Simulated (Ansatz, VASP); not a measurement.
## CdTe: VASP beside Ansatz

```
Cd Te
1.0
     0.00000    3.30963    3.30963
     3.30963    0.00000    3.30963
     3.30963    3.30963    0.00000
Cd Te
1 1
Direct
  0.00000 0.00000 0.00000
  0.25000 0.25000 0.25000
```

Alike in both runs: functional PBE; k mesh 8 × 8 × 8; occupations gaussian, width 0.02 eV; no spin polarisation.

Ansatz relaxed the structure, and its values are those at the end. VASP's run is a single point on that final structure, the one shown.

```csv
,VASP,Ansatz
version,VASP 6.6.1,Ansatz 0.2.0
potentials or method,"VASP PAW PBE potentials, release 64 (Cd, Te), cutoff 500 eV","scalar-relativistic, plane waves, PAW"
valence electrons in the cell,18,36
```

|  | VASP | Ansatz | Ansatz less VASP |
| --- | --- | --- | --- |
| gap on the k mesh at the Fermi level (eV) | 0.58 | 0.58 | +0.002 |
| least direct gap on the mesh (eV) | 0.58 | 0.58 | +0.002 |
| pressure (GPa) | 0.1 | 0.0 | -0.11 |

VASP's potentials hold 18 valence electrons a cell and Ansatz's 36, so a difference there can come from the potentials and not from the codes.

Spin-orbit coupling is off throughout.
